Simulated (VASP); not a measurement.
# In2O3 (R-3c) in VASP: relaxation of cell and atoms with LDA

Aim: the relaxation of cell and atoms of In2O3 with LDA.

Everything below comes from runs of VASP 6.6.1. Logs are shortened: lines on timing, memory, paths and dates and some standing lists are left out, and cuts for length are marked.

## Step 1: The cell of the first run

Symmetry: R-3c, No. 167, trigonal system. The conventional cell has a = 5.487 Å, b = 5.487 Å, c = 14.510 Å, α = 90.00°, β = 90.00°, γ = 120.00°. In (site symmetry 3) has 6 O at 2.12 to 2.26 Å within 2.8 Å. Within 3.1 Å of O (site symmetry 2) lie 4 In at 2.12 to 2.26 Å and 8 O at 2.83 to 3.10 Å.

## Step 2: Relaxation of cell and atoms, LDA

The input, INCAR:

```
PREC = Accurate
ENCUT = 600
EDIFF = 1E-7
ISMEAR = 0
SIGMA = 0.01
LREAL = False
LASPH = True
NELM = 120
ALGO = Normal
ISIF = 3
LWAVE = False
LCHARG = False
IBRION = 2
NSW = 80
EDIFFG = -0.01
GGA_COMPAT = False
NELMIN = 4
```

The input, KPOINTS:

```
regular mesh
0
Gamma
  6 6 6
```

The input, POSCAR:

```
In2O3
1.0
    2.7435000000      1.5839604635      4.8366666667
   -2.7435000000      1.5839604635      4.8366666667
    0.0000000000     -3.1679209270      4.8366666667
In O
4 6
Direct
    0.3573103333      0.3573103333      0.3573103333
    0.1426896667      0.1426896667      0.1426896667
    0.6426896667      0.6426896667      0.6426896667
    0.8573103333      0.8573103333      0.8573103333
    0.5480000000      0.9520000000      0.2500000000
    0.2500000000      0.5480000000      0.9520000000
    0.7500000000      0.4520000000      0.0480000000
    0.9520000000      0.2500000000      0.5480000000
    0.4520000000      0.0480000000      0.7500000000
    0.0480000000      0.7500000000      0.4520000000
```

Potentials or basis: VASP PAW LDA potentials, release 64 (In_d, O).

The run is started by

```sh
cat potpaw_LDA.64/In_d/POTCAR potpaw_LDA.64/O/POTCAR > POTCAR
mpirun -np 1 vasp_std > vasp.out
```

OUTCAR:

```text
PREC = Accurate
   ENCUT = 600
   EDIFF = 1E-7
   ISMEAR = 0
   LREAL = False
   LASPH = True
   NELM = 120
   ISIF = 3
   IBRION = 2
   NSW = 80
   EDIFFG = -0.01
   NELMIN = 4

 ion  position               nearest neighbor table
   1  0.357  0.357  0.357-   7 2.12   9 2.12  10 2.12   8 2.26   6 2.26   5 2.26   2 3.11   3 3.24
                             3 3.24   3 3.24   2 3.61   2 3.61   2 3.61   4 3.99   4 3.99   4 3.99
   2  0.143  0.143  0.143-  10 2.12   9 2.12   7 2.12   6 2.26   8 2.26   5 2.26   1 3.11   4 3.24
                             4 3.24   4 3.24   1 3.61   1 3.61   1 3.61   3 3.99   3 3.99   3 3.99
   3  0.643  0.643  0.643-   6 2.12   5 2.12   8 2.12  10 2.26   7 2.26   9 2.26   4 3.11   1 3.24
                             1 3.24   1 3.24   4 3.61   4 3.61   4 3.61   2 3.99   2 3.99   2 3.99
   4  0.857  0.857  0.857-   8 2.12   5 2.12   6 2.12   7 2.26  10 2.26   9 2.26   3 3.11   2 3.24
                             2 3.24   2 3.24   3 3.61   3 3.61   3 3.61   1 3.99   1 3.99   1 3.99
   5  0.548  0.952  0.250-   3 2.12   4 2.12   1 2.26   2 2.26
   6  0.250  0.548  0.952-   3 2.12   4 2.12   2 2.26   1 2.26
   7  0.750  0.452  0.048-   1 2.12   2 2.12   4 2.26   3 2.26
   8  0.952  0.250  0.548-   4 2.12   3 2.12   1 2.26   2 2.26
   9  0.452  0.048  0.750-   1 2.12   2 2.12   3 2.26   4 2.26
  10  0.048  0.750  0.452-   2 2.12   1 2.12   3 2.26   4 2.26

  LATTYP: Found a trigonal (rhomboedric) cell.
 ALAT       =     5.7817875648
 COS(alpha) =     0.5496857780

  Lattice vectors:

 A1 = (   2.7435000000,   1.5839604635,   4.8366666667)
 A2 = (  -2.7435000000,   1.5839604635,   4.8366666667)
 A3 = (   0.0000000000,  -3.1679209270,   4.8366666667)

Analysis of symmetry for initial positions (statically):
=====================================================================
 Subroutine PRICEL returns:
 Original cell was already a primitive cell.

 Routine SETGRP: Setting up the symmetry group for a
 trigonal (rhombohedral) supercell.

 Subroutine GETGRP returns: Found 12 space group operations
 (whereof  6 operations were pure point group operations)
 out of a pool of 12 trial point group operations.

The static configuration has the point symmetry S_6 .
 The point group associated with its full space group is D_3d.

Analysis of symmetry for dynamics (positions and initial velocities):
=====================================================================
 Subroutine PRICEL returns:
 Original cell was already a primitive cell.

 Routine SETGRP: Setting up the symmetry group for a
 trigonal (rhombohedral) supercell.

 Subroutine GETGRP returns: Found 12 space group operations
 (whereof  6 operations were pure point group operations)
 out of a pool of 12 trial point group operations.

The dynamic configuration has the point symmetry S_6 .
 The point group associated with its full space group is D_3d.

 Subroutine INISYM returns: Found 12 space group operations
 (whereof  6 operations are pure point group operations),
 and found     1 'primitive' translations

----------------------------------------------------------------------------------------

                                     Primitive cell

  volume of cell :     126.1092

  direct lattice vectors                    reciprocal lattice vectors
     2.743500000  1.583960463  4.836666667     0.182248952  0.105221482  0.068917988
    -2.743500000  1.583960463  4.836666667    -0.182248952  0.105221482  0.068917988
     0.000000000 -3.167920927  4.836666667     0.000000000 -0.210442963  0.068917988

  length of vectors
     5.781787565  5.781787565  5.781787565     0.221440578  0.221440578  0.221440578

  position of ions in fractional coordinates (direct lattice)
     0.357310333  0.357310333  0.357310333
     0.142689667  0.142689667  0.142689667
     0.642689667  0.642689667  0.642689667
     0.857310333  0.857310333  0.857310333
     0.548000000  0.952000000  0.250000000
     0.250000000  0.548000000  0.952000000
     0.750000000  0.452000000  0.048000000
     0.952000000  0.250000000  0.548000000
     0.452000000  0.048000000  0.750000000
     0.048000000  0.750000000  0.452000000

  ion indices of the primitive-cell ions
   primitive index   ion index
                 1           1
                 2           2
                 3           3
                 4           4
                 5           5
                 6           6
                 7           7
                 8           8
                 9           9
                10          10

----------------------------------------------------------------------------------------

 KPOINTS: regular mesh

Automatic generation of k-mesh.
 Grid dimensions read from file:
 generate k-points for:    6    6    6

 Generating k-lattice:

  Cartesian coordinates                     Fractional coordinates (reciprocal lattice)
     0.030374825  0.017536914  0.011486331     0.166666667 -0.000000000 -0.000000000
    -0.030374825  0.017536914  0.011486331    -0.000000000  0.166666667 -0.000000000
     0.000000000 -0.035073827  0.011486331    -0.000000000 -0.000000000  0.166666667

  Length of vectors
     0.036906763  0.036906763  0.036906763

  Shift w.r.t. Gamma in fractional coordinates (k-lattice)
     0.000000000  0.000000000  0.000000000

 Subroutine IBZKPT returns following result:
 ===========================================

 Found     32 irreducible k-points:

 Following reciprocal coordinates:
            Coordinates               Weight
  0.000000  0.000000  0.000000      1.000000
  0.166667 -0.000000  0.000000      6.000000
  0.333333 -0.000000  0.000000      6.000000
  0.500000 -0.000000  0.000000      3.000000
  0.166667  0.166667  0.000000      6.000000
  0.333333  0.166667 -0.000000     12.000000
[... 16 lines left out ...]
  0.500000  0.500000  0.166667      6.000000
 -0.333333  0.500000  0.166667     12.000000
 [... further k-points ...]
   k-points           NKPTS =     32   k-points in BZ     NKDIM =     32   number of bands    NBANDS=     52
   number of dos      NEDOS =    301   number of ions     NIONS =     10
   total plane-waves  NPLWV = 110592
   dimension x,y,z NGX =    48 NGY =   48 NGZ =   48
   dimension x,y,z NGXF=    96 NGYF=   96 NGZF=   96
   ions per type =               4   6
   NGX,Y,Z   is equivalent  to a cutoff of  13.80, 13.80, 13.80 a.u.
   NGXF,Y,Z  is equivalent  to a cutoff of  27.60, 27.60, 27.60 a.u.
 SYSTEM =  unknown system
   PREC   = accura    normal or accurate (medium, high low for compatibility)
   ISTART =      0    job   : 0-new  1-cont  2-samecut
   ICHARG =      2    charge: 1-file 2-atom 10-const
   ISPIN  =      1    spin polarized calculation?
   LNONCOLLINEAR =      F non collinear calculations
   LSORBIT =      F    spin-orbit coupling
   LASPH  =      T    aspherical Exc in radial PAW
   ENCUT  =  600.0 eV  44.10 Ry    6.64 a.u.  11.55 11.55 11.55*2*pi/ulx,y,z
   NELM   =    120;   NELMIN=  4; NELMDL= -5     # of ELM steps
   EDIFF  = 0.1E-06   stopping-criterion for ELM
   LREAL  =      F    real-space projection
   EDIFFG = -.1E-01   stopping-criterion for IOM
   NSW    =     80    number of steps for IOM
   IBRION =      2    ionic relax: 0-MD 1-quasi-New 2-CG
   NFREE  =      1    steps in history (QN), initial steepest desc. (CG)
   ISIF   =      3    stress and relaxation
   ISYM   =      2    0-nonsym 1-usesym 2-fastsym
   POTIM  = 0.5000    time-step for ionic-motion
   TEBEG  =    0.0;   TEEND  =   0.0 temperature during run
   PSTRESS=    0.0 pullay stress
   NELECT =      88.0000    total number of electrons
   NUPDOWN=      -1.0000    fix difference up-down
   EMIN   =  10.00;   EMAX   =-10.00  energy-range for DOS
   EFERMI =   0.00;   METHOD = LEGACY
   ISMEAR =     0;   SIGMA  =   0.01  broadening in eV -4-tet -1-fermi 0-gaus
   EFERMI_NEDOS =   21; number of points for ismear=-14 and -15
   IALGO  =     38    algorithm
   IMIX   =      4    mixing-type and parameters
     AMIX     =   0.40;   BMIX     =  1.00
     AMIX_MAG =   1.60;   BMIX_MAG =  1.00
  volume/ion in A,a.u.               =      12.61        85.10
  Fermi-wavevector in a.u.,A,eV,Ry     =   1.452068  2.744010 28.687886  2.108500
  Thomas-Fermi vector in A             =   2.569492
   LORBIT       =      0    0 simple, 1 ext, 2 COOP (PROOUT), +10 PAW based schemes
   GGA     = CA    functional components
   LHFCALC =     F    Hartree Fock is set to
   AEXX    =    0.0000 exact exchange contribution
   IVDW    =     0    specifies the selected vdW correction
   LEPSILON=     F    determine dielectric tensor
   LRPA    =     F    only Hartree local field effects (RPA)
 conjugate gradient relaxation of ions
 non-spin polarized calculation
 Gauss-broadening in eV      SIGMA  =   0.01
  energy-cutoff  :      600.00
  volume of cell :      126.11
 maximum number of plane-waves:      4227
 NGX is ok and might be reduce to    48
   NGX = 23   NGY = 23   NGZ = 23

--------------------------------------- Ionic step        1  -------------------------------------------

 number of electron      88.0000008 magnetization

 Free energy of the ion-electron system (eV)
  ---------------------------------------------------
  ext. energy  EPLUGINS =         0.00000000
  ---------------------------------------------------
  free energy    TOTEN  =       -63.65860481 eV

  energy without entropy =      -63.65860481  energy(sigma->0) =      -63.65860481

------------------------ aborting loop because EDIFF is reached ----------------------------------------

  FORCE on cell =-STRESS in cart. coord.  units (eV):
  Direction    XX          YY          ZZ          XY          YZ          ZX
  --------------------------------------------------------------------------------------
  -------------------------------------------------------------------------------------
  Total       -1.9691027     -1.9691027     -2.3679425     -0.0000000      0.0000000      0.0000000
  in kB      -25.0168276    -25.0168276    -30.0839609     -0.0000000      0.0000000      0.0000000
  external PRESSURE =     -26.7058720 kB  Pullay stress =       0.0000000 kB
[... 293 lines left out ...]
  energy  without entropy=      -63.6820295330  energy(sigma->0) =      -63.68202953

--------------------------------------- Ionic step        8  -------------------------------------------

 number of electron      87.9999996 magnetization

 Free energy of the ion-electron system (eV)
  ---------------------------------------------------
  ext. energy  EPLUGINS =         0.00000000
  ---------------------------------------------------
  free energy    TOTEN  =       -63.68213535 eV

  energy without entropy =      -63.68213535  energy(sigma->0) =      -63.68213535

 E-fermi :   5.5562     XC(G=0): -11.8411

 val. band max:        5.5056395095   @ k =   0.3333  -0.0000   0.0000
 cond. band min:       6.8005248570   @ k =   0.0000   0.0000   0.0000
 fundamental gap:      1.2948853475
 Fermi energy:         5.5561881656

 k-point     1 :       0.0000    0.0000    0.0000
  band No.  band energies     occupation
      1     -12.0335      2.00000
      2     -11.0601      2.00000
      3     -11.0601      2.00000
      4     -10.8175      2.00000
      5     -10.8175      2.00000
      6     -10.7208      2.00000
[... 1309 lines left out ...]
     51      14.2403      0.00000
     52      14.9788      0.00000

 [... further k-points ...]

------------------------ aborting loop because EDIFF is reached ----------------------------------------

  FORCE on cell =-STRESS in cart. coord.  units (eV):
  Direction    XX          YY          ZZ          XY          YZ          ZX
  --------------------------------------------------------------------------------------
  -------------------------------------------------------------------------------------
  Total        0.0568787      0.0568787     -0.0405932      0.0000000      0.0000000      0.0000000
  in kB        0.7341614      0.7341614     -0.5239563      0.0000000      0.0000000      0.0000000
  external PRESSURE =       0.3147888 kB  Pullay stress =       0.0000000 kB
[... 25 lines left out ...]
  FREE ENERGIE OF THE ION-ELECTRON SYSTEM (eV)
  ---------------------------------------------------
  free  energy   TOTEN  =       -63.6821353520 eV

  energy  without entropy=      -63.6821353520  energy(sigma->0) =      -63.68213535

 reached required accuracy - stopping structural energy minimisation
```

Wall time 27 min (1 thread of Intel Xeon Platinum 8259CL at 2.50GHz (Skylake/Cascade Lake), shared host); peak memory 0.39 GiB.

What came out:

```
Free energy                           : -63.6821 eV
Relaxed volume                        : 12.41 Å³/atom
Relaxed cell                          : a = 5.742 Å, b = 5.742 Å, c = 5.742 Å, α = 56.84°, β = 56.84°, γ = 56.84°
Space group after relaxing (to 0.1 Å) : R-3c (No. 167)
Energy gained by relaxing             : 2.4 meV/atom
Ionic steps                           : 8
Pressure after relaxing               : 0.0 GPa
Largest force after relaxing          : 0.004 eV/Å
Band gap on the k mesh                : 1.29 eV (least direct gap 1.33 eV)
```

Forces in eV/Å, atoms in the order of the input:
```
In   0.000  0.000  0.004
In   0.000  0.000 -0.004
In   0.000  0.000 -0.004
In   0.000  0.000  0.004
O    0.003  0.000  0.000
O   -0.002  0.003  0.000
O    0.002 -0.003  0.000
O   -0.002 -0.003  0.000
O   -0.003  0.000  0.000
O    0.002  0.003  0.000
```

Stress tensor (GPa, compression positive):
```
 0.07  0.00  0.00
 0.00  0.07  0.00
 0.00  0.00 -0.05
```

Step by step:
| step | energy change (eV) | largest force (eV/Å) | pressure (GPa) | volume (Å³) |
| --- | --- | --- | --- | --- |
| 1 | 0.0000 | 0.1738 | -2.67 | 126.11 |
| 2 | -0.0034 | 0.1055 | 3.06 | 122.31 |
| 3 | -0.0201 | 0.1064 | 0.23 | 124.10 |
| 4 | -0.0224 | 0.0536 | 0.02 | 124.21 |
| 5 | -0.0225 | 0.0694 | -0.04 | 124.25 |
| 6 | -0.0232 | 0.0373 | -0.04 | 124.22 |
| 7 | -0.0234 | 0.0091 | -0.04 | 124.20 |
| 8 | -0.0235 | 0.0038 | 0.03 | 124.13 |

Final structure:
```cif
data_structure
_symmetry_space_group_name_H-M 'P 1'
_symmetry_Int_Tables_number 1
_cell_length_a 5.7424
_cell_length_b 5.7424
_cell_length_c 5.7424
_cell_angle_alpha 56.839
_cell_angle_beta 56.839
_cell_angle_gamma 56.839
_cell_volume 124.13
loop_
_atom_site_label
_atom_site_type_symbol
_atom_site_fract_x
_atom_site_fract_y
_atom_site_fract_z
_atom_site_occupancy
In1 In 0.35760 0.35760 0.35760 1
In2 In 0.14240 0.14240 0.14240 1
In3 In 0.64240 0.64240 0.64240 1
In4 In 0.85760 0.85760 0.85760 1
O1 O 0.54549 0.95451 0.25000 1
O2 O 0.25000 0.54549 0.95451 1
O3 O 0.75000 0.45451 0.04549 1
O4 O 0.95451 0.25000 0.54549 1
O5 O 0.45451 0.04549 0.75000 1
O6 O 0.04549 0.75000 0.45451 1
```

Caveat: spin-orbit coupling is left out, which moves the levels of the heavy elements.
